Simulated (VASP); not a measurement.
# HfC (WC type) (P-6m2) in VASP: further runs

The runs below take HfC (WC type) through single point, with PBE.

Everything below comes from runs of VASP 6.6.1. Logs are shortened: lines on timing, memory, paths and dates and some standing lists are left out, and cuts for length are marked.

## (1) The cell of the first run

It takes space group P-6m2 (No. 187, hexagonal). Conventional cell: a = 2.730 Å, b = 2.730 Å, c = 2.620 Å, α = 90.00°, β = 90.00°, γ = 120.00°. Hf (site symmetry -6m2) has 6 C at 2.05 Å and 8 Hf at 2.62 to 2.73 Å within 2.8 Å. Within 2.8 Å of C (site symmetry -6m2) lie 6 Hf at 2.05 Å and 8 C at 2.62 to 2.73 Å.

## (2) Single point, PBE (8.45 Å³/atom)

The input, INCAR:

```
SYSTEM = HfC
  PREC = Accurate
  ENCUT = 520
  EDIFF = 1E-6
  ISMEAR = -1
  SIGMA = 0.08
  LREAL = .FALSE.
  LASPH = .TRUE.
  NELM = 80
  ALGO = Normal
  ISIF = 2
  LWAVE = .FALSE.
  LCHARG = .FALSE.
  GGA = PE
  NBANDS = 14
```

The input, KPOINTS:

```
Automatic mesh
0
G
  14 14 13
  0 0 0
```

The input, POSCAR:

```
HfC
1.0
    2.7301377281      0.0000000000      0.0000000000
   -1.3650688641      2.3643686284      0.0000000000
    0.0000000000      0.0000000000      2.6196000394
Hf C
1 1
Direct
    0.0000000000      0.0000000000      0.0000000000
    0.3333333333      0.6666666667      0.5000000000
```

Potentials or basis: VASP PAW PBE potentials, release 64 (Hf_pv, C).

The run is started by

```sh
> cat potpaw_PBE.64/Hf_pv/POTCAR potpaw_PBE.64/C/POTCAR > POTCAR
> mpirun -np 1 vasp_std > vasp.out
```

OUTCAR:

```text
SYSTEM = HfC
   PREC = Accurate
   ENCUT = 520
   EDIFF = 1E-6
   ISMEAR = -1
   LREAL = .FALSE.
   LASPH = .TRUE.
   NELM = 80
   ISIF = 2
   GGA = PE

 ion  position               nearest neighbor table
   1  0.000  0.000  0.000-   2 2.05   2 2.05   2 2.05   2 2.05   2 2.05   2 2.05
   2  0.333  0.667  0.500-   1 2.05   1 2.05   1 2.05   1 2.05   1 2.05   1 2.05

  LATTYP: Found a hexagonal cell.
 ALAT       =     2.7301377281
 C/A-ratio  =     0.9595120468

  Lattice vectors:

 A1 = (   2.7301377281,   0.0000000000,   0.0000000000)
 A2 = (  -1.3650688641,   2.3643686284,   0.0000000000)
 A3 = (   0.0000000000,   0.0000000000,   2.6196000394)

Analysis of symmetry for initial positions (statically):
=====================================================================
 Subroutine PRICEL returns:
 Original cell was already a primitive cell.

 Routine SETGRP: Setting up the symmetry group for a
 hexagonal supercell.

 Subroutine GETGRP returns: Found 12 space group operations
 (whereof 12 operations were pure point group operations)
 out of a pool of 24 trial point group operations.

The static configuration has the point symmetry D_3h.

Analysis of symmetry for dynamics (positions and initial velocities):
=====================================================================
 Subroutine PRICEL returns:
 Original cell was already a primitive cell.

 Routine SETGRP: Setting up the symmetry group for a
 hexagonal supercell.

 Subroutine GETGRP returns: Found 12 space group operations
 (whereof 12 operations were pure point group operations)
 out of a pool of 24 trial point group operations.

The dynamic configuration has the point symmetry D_3h.

 Subroutine INISYM returns: Found 12 space group operations
 (whereof 12 operations are pure point group operations),
 and found     1 'primitive' translations

----------------------------------------------------------------------------------------

                                     Primitive cell

  volume of cell :      16.9097

  direct lattice vectors                    reciprocal lattice vectors
     2.730137728  0.000000000  0.000000000     0.366281887  0.211472946  0.000000000
    -1.365068864  2.364368628  0.000000000     0.000000000  0.422945893  0.000000000
     0.000000000  0.000000000  2.619600039     0.000000000  0.000000000  0.381737664

  length of vectors
     2.730137728  2.730137728  2.619600039     0.422945893  0.422945893  0.381737664

  position of ions in fractional coordinates (direct lattice)
     0.000000000  0.000000000  0.000000000
     0.333333333  0.666666667  0.500000000

  ion indices of the primitive-cell ions
   primitive index   ion index
                 1           1
                 2           2

----------------------------------------------------------------------------------------

 KPOINTS: Automatic mesh

Automatic generation of k-mesh.
 Grid dimensions read from file:
 generate k-points for:   14   14   13

 Generating k-lattice:

  Cartesian coordinates                     Fractional coordinates (reciprocal lattice)
     0.026162992  0.015105210  0.000000000     0.071428571  0.000000000  0.000000000
     0.000000000  0.030210421  0.000000000     0.000000000  0.071428571  0.000000000
     0.000000000  0.000000000  0.029364436     0.000000000  0.000000000  0.076923077

  Length of vectors
     0.030210421  0.030210421  0.029364436

  Shift w.r.t. Gamma in fractional coordinates (k-lattice)
     0.000000000  0.000000000  0.000000000

 Subroutine IBZKPT returns following result:
 ===========================================

 Found    168 irreducible k-points:

 Following reciprocal coordinates:
            Coordinates               Weight
  0.000000  0.000000  0.000000      1.000000
  0.071429 -0.000000  0.000000      6.000000
  0.142857  0.000000  0.000000      6.000000
  0.214286  0.000000  0.000000      6.000000
  0.285714 -0.000000  0.000000      6.000000
  0.357143 -0.000000  0.000000      6.000000
[... 16 lines left out ...]
  0.285714  0.285714  0.000000      6.000000
  0.357143  0.285714  0.000000      6.000000
 [... further k-points ...]
   k-points           NKPTS =    168   k-points in BZ     NKDIM =    168   number of bands    NBANDS=     14
   number of dos      NEDOS =    301   number of ions     NIONS =      2
   total plane-waves  NPLWV =   8000
   dimension x,y,z NGX =    20 NGY =   20 NGZ =   20
   dimension x,y,z NGXF=    40 NGYF=   40 NGZF=   40
   ions per type =               1   1
   NGX,Y,Z   is equivalent  to a cutoff of  12.18, 12.18, 12.69 a.u.
   NGXF,Y,Z  is equivalent  to a cutoff of  24.36, 24.36, 25.38 a.u.
 SYSTEM =  HfC
   PREC   = accura    normal or accurate (medium, high low for compatibility)
   ISTART =      0    job   : 0-new  1-cont  2-samecut
   ICHARG =      2    charge: 1-file 2-atom 10-const
   ISPIN  =      1    spin polarized calculation?
   LNONCOLLINEAR =      F non collinear calculations
   LSORBIT =      F    spin-orbit coupling
   LASPH  =      T    aspherical Exc in radial PAW
   ENCUT  =  520.0 eV  38.22 Ry    6.18 a.u.   5.08  5.08  4.87*2*pi/ulx,y,z
   NELM   =     80;   NELMIN=  2; NELMDL= -5     # of ELM steps
   EDIFF  = 0.1E-05   stopping-criterion for ELM
   LREAL  =      F    real-space projection
   EDIFFG = 0.1E-04   stopping-criterion for IOM
   NSW    =      0    number of steps for IOM
   IBRION =     -1    ionic relax: 0-MD 1-quasi-New 2-CG
   NFREE  =      0    steps in history (QN), initial steepest desc. (CG)
   ISIF   =      2    stress and relaxation
   ISYM   =      2    0-nonsym 1-usesym 2-fastsym
   POTIM  = 0.5000    time-step for ionic-motion
   TEBEG  =    0.0;   TEEND  =   0.0 temperature during run
   PSTRESS=    0.0 pullay stress
   NELECT =      14.0000    total number of electrons
   NUPDOWN=      -1.0000    fix difference up-down
   EMIN   =  10.00;   EMAX   =-10.00  energy-range for DOS
   EFERMI =   0.00;   METHOD = LEGACY
   ISMEAR =    -1;   SIGMA  =   0.08  broadening in eV -4-tet -1-fermi 0-gaus
   EFERMI_NEDOS =   21; number of points for ismear=-14 and -15
   IALGO  =     38    algorithm
   IMIX   =      4    mixing-type and parameters
     AMIX     =   0.40;   BMIX     =  1.00
     AMIX_MAG =   1.60;   BMIX_MAG =  1.00
  volume/ion in A,a.u.               =       8.45        57.06
  Fermi-wavevector in a.u.,A,eV,Ry     =   1.537231  2.904946 32.151663  2.363081
  Thomas-Fermi vector in A             =   2.643769
   LORBIT       =      0    0 simple, 1 ext, 2 COOP (PROOUT), +10 PAW based schemes
   GGA     = PE    functional components
   LHFCALC =     F    Hartree Fock is set to
   AEXX    =    0.0000 exact exchange contribution
   IVDW    =     0    specifies the selected vdW correction
   LEPSILON=     F    determine dielectric tensor
   LRPA    =     F    only Hartree local field effects (RPA)
 non-spin polarized calculation
  energy-cutoff  :      520.00
  volume of cell :       16.91
 maximum number of plane-waves:       472
   NGX = 11   NGY = 11   NGZ =  9

 number of electron      13.9999996 magnetization

 Free energy of the ion-electron system (eV)
  ---------------------------------------------------
  ext. energy  EPLUGINS =         0.00000000
  ---------------------------------------------------
  free energy    TOTEN  =       -15.33087073 eV

  energy without entropy =      -15.32218255  energy(sigma->0) =      -15.32652664

 E-fermi :   9.5329     XC(G=0): -14.3338

 val. band max:        9.4672959555   @ k =   0.2143   0.0000   0.0000
 cond. band min:       9.5595988813   @ k =   0.2143   0.2143   0.4615
 fundamental gap:      0.0923029258
 Fermi energy:         9.5329206509

 k-point     1 :       0.0000    0.0000    0.0000
  band No.  band energies     occupation
      1     -18.4600      2.00000
      2     -18.4600      2.00000
      3     -18.4360      2.00000
      4      -4.5768      2.00000
      5       6.6224      2.00000
      6       7.1162      2.00000
      7       7.1162      2.00000
      8      11.6761      0.00000
      9      17.9116      0.00000
     10      18.8806      0.00000
     11      18.8806      0.00000
     12      19.2290      0.00000
     13      19.2290      0.00000
     14      25.0887      0.00000

 k-point     2 :       0.0714   -0.0000    0.0000
  band No.  band energies     occupation
      1     -18.6401      2.00000
      2     -18.4950      2.00000
      3     -18.4136      2.00000
      4      -4.3470      2.00000
      5       6.5552      2.00000
      6       7.0440      2.00000
      7       7.2963      2.00000
      8      11.3206      0.00000
      9      18.0875      0.00000
     10      18.7786      0.00000
     11      19.1496      0.00000
     12      19.2102      0.00000
     13      19.3238      0.00000
     14      25.0887      0.00000

 k-point     3 :       0.1429    0.0000    0.0000
  band No.  band energies     occupation
      1     -19.1179      2.00000
      2     -18.5918      2.00000
      3     -18.3502      2.00000
      4      -3.7281      2.00000
      5       5.8955      2.00000
      6       7.4418      2.00000
      7       7.8051      2.00000
      8      10.4697      0.00002
      9      17.5814      0.00000
     10      18.5045      0.00000
     11      18.9764      0.00000
     12      19.9223      0.00000
     13      20.5843      0.00000
     14      25.0894      0.00000

 k-point     4 :       0.2143    0.0000    0.0000
  band No.  band energies     occupation
      1     -19.7503      2.00000
      2     -18.7283      2.00000
      3     -18.2572      2.00000
      4      -2.8855      2.00000
      5       5.0723      2.00000
      6       8.0606      2.00000
      7       8.5481      1.99999
      8       9.4673      1.38860
      9      16.7797      0.00000
     10      18.1355      0.00000
     11      18.8580      0.00000
     12      20.5376      0.00000
     13      22.5464      0.00000
     14      25.0962      0.00000

 k-point     5 :       0.2857   -0.0000    0.0000
  band No.  band energies     occupation
      1     -20.3897      2.00000
      2     -18.8756      2.00000
      3     -18.1518      2.00000
      4      -2.0069      2.00000
      5       4.4092      2.00000
      6       8.4740      2.00000
      7       8.5349      1.99999
      8       9.3712      1.76600
      9      16.4843      0.00000
     10      17.7570      0.00000
     11      18.9452      0.00000
[... 276 lines left out ...]
 k-point    22 :       0.3571    0.2143    0.0000
  band No.  band energies     occupation
      1     -21.0302      2.00000
      2     -19.8893      2.00000
      3     -17.9259      2.00000
      4       0.5510      2.00000
      5       4.1238      2.00000
      6       7.1149      2.00000
      7       7.3001      2.00000
      8      11.6713      0.00000
      9      14.5618      0.00000
     10      15.8320      0.00000
     11      18.4658      0.00000
     12      24.3368      0.00000
     13      25.0788      0.00000
     14      27.9568      0.00000

 k-point    23 :       0.2857    0.2857    0.0000
  band No.  band energies     occupation
      1     -20.8849      2.00000
      2     -20.0982      2.00000
      3     -17.9206      2.00000
      4       0.7920      2.00000
      5       4.1220      2.00000
      6       6.9758      2.00000
      7       7.3392      2.00000
      8      12.1563      0.00000
      9      14.2512      0.00000
     10      14.9800      0.00000
     11      18.2546      0.00000
     12      24.9161      0.00000
     13      25.0805      0.00000
     14      28.6556      0.00000

 k-point    24 :       0.3571    0.2857    0.0000
  band No.  band energies     occupation
      1     -20.8089      2.00000
      2     -20.2891      2.00000
      3     -17.9053      2.00000
      4       1.0605      2.00000
      5       4.2104      2.00000
      6       6.6448      2.00000
      7       7.2963      2.00000
      8      12.7146      0.00000
      9      14.0083      0.00000
     10      15.1140      0.00000
     11      17.1862      0.00000
     12      25.0829      0.00000
     13      25.2377      0.00000
     14      30.5810      0.00000

 [... further k-points ...]

------------------------ aborting loop because EDIFF is reached ----------------------------------------

  FORCE on cell =-STRESS in cart. coord.  units (eV):
  Direction    XX          YY          ZZ          XY          YZ          ZX
  --------------------------------------------------------------------------------------
  -------------------------------------------------------------------------------------
  Total       21.2616395     21.2616395     21.1248228     -0.0000000     -0.0000000      0.0000000
  in kB     2014.5247106   2014.5247107   2001.5614292     -0.0000000     -0.0000000      0.0000000
  external PRESSURE =    2010.2036168 kB  Pullay stress =       0.0000000 kB

 VOLUME and BASIS-vectors are now :
 -----------------------------------------------------------------------------
  energy-cutoff  :      520.00
  volume of cell :       16.91
      direct lattice vectors                 reciprocal lattice vectors
     2.730137728  0.000000000  0.000000000     0.366281887  0.211472946  0.000000000
    -1.365068864  2.364368628  0.000000000     0.000000000  0.422945893  0.000000000
     0.000000000  0.000000000  2.619600039     0.000000000  0.000000000  0.381737664

 POSITION                                       TOTAL-FORCE (eV/Angst)
 -----------------------------------------------------------------------------------
      0.00000      0.00000      0.00000        -0.000000      0.000000      0.000000
     -0.00000      1.57625      1.30980         0.000000      0.000000      0.000000
 -----------------------------------------------------------------------------------
    total drift:                                0.000000     -0.000000     -0.000000

  FREE ENERGIE OF THE ION-ELECTRON SYSTEM (eV)
  ---------------------------------------------------
  free  energy   TOTEN  =       -15.3308707305 eV

  energy  without entropy=      -15.3221825514  energy(sigma->0) =      -15.32652664
```

Wall time 46 s (1 thread of Intel Xeon 8259CL, shared host); peak memory 0.16 GiB.

What came out:

* Free energy: -15.3309 eV
* Pressure: 201.0 GPa
* Band gap on the k mesh: zero (bands 7 and 8 overlap by 1.69 eV)

Levels at points of the mesh, in eV from the Fermi level:
| k point | band 4 | band 5 | band 6 | band 7 | band 8 | band 9 | band 10 | band 11 |
| --- | --- | --- | --- | --- | --- | --- | --- | --- |
| (0.00, 0.00, 0.00) | -14.11 | -2.91 | -2.42 | -2.42 | 2.14 | 8.38 | 9.35 | 9.35 |
| (0.50, 0.00, 0.00) | -10.20 | -5.42 | -2.37 | -1.93 | 1.18 | 7.63 | 10.02 | 10.52 |

Caveat: the cell stands under pressure; spin-orbit coupling is left out, which moves the levels of the heavy elements.

## (3) Single point, PBE

This run uses another cell than the first one, of 9.51 Å³/atom.

The input, INCAR:

```
SYSTEM = HfC
ALGO     = Normal         ! electronic algorithm
EDIFF    = 1E-6           ! SCF threshold, eV
ENCUT    = 520            ! plane-wave cutoff, eV
GGA      = PE             ! functional
ISIF     = 2              ! what is computed and relaxed
ISMEAR   = -1             ! smearing method
LASPH    = .True.         ! aspherical terms in the spheres
LCHARG   = .False.        ! write CHGCAR
LREAL    = .False.        ! projectors in reciprocal space
LWAVE    = .False.        ! write WAVECAR
NBANDS   = 14             ! bands
NELM     = 80             ! most SCF steps
PREC     = Accurate       ! precision mode
SIGMA    = 0.08           ! smearing width, eV
```

The input, KPOINTS:

```
k-points
0
Gamma
  14 14 13
  0 0 0
```

The input, POSCAR:

```
HfC
1.0
    2.8574416285      0.0000000000      0.0000000000
   -1.4287208143      2.4746170401      0.0000000000
    0.0000000000      0.0000000000      2.6903072938
Hf C
1 1
Direct
    0.0000000000      0.0000000000      0.0000000000
    0.3333333333      0.6666666667      0.5000000000
```

Potentials or basis: VASP PAW PBE potentials, release 64 (Hf_pv, C).

The run is started by

```sh
> cat potpaw_PBE.64/Hf_pv/POTCAR potpaw_PBE.64/C/POTCAR > POTCAR
> mpirun -np 1 vasp_std > vasp.out
```

It took 45 s on 1 thread of Intel Xeon 8259CL, shared host; peak memory 0.17 GiB.

It converged, with:

* Free energy: -17.4075 eV
* Pressure: 119.4 GPa
* Band gap on the k mesh: zero (bands 7 and 8 overlap by 0.99 eV)

Stress tensor (GPa, compression positive):
```
119.83   0.00   0.00
  0.00 119.83   0.00
  0.00   0.00 118.49
```

Levels at points of the mesh, in eV from the Fermi level:
```csv
k point,band 4,band 5,band 6,band 7,band 8,band 9,band 10,band 11
"(0.00, 0.00, 0.00)",-13.52,-2.26,-2.12,-2.12,1.99,7.50,8.51,8.51
"(0.50, 0.00, 0.00)",-9.90,-5.35,-1.66,-1.53,0.91,7.12,8.74,9.25
```

Caveat: the cell stands under pressure; spin-orbit coupling is left out, which moves the levels of the heavy elements.
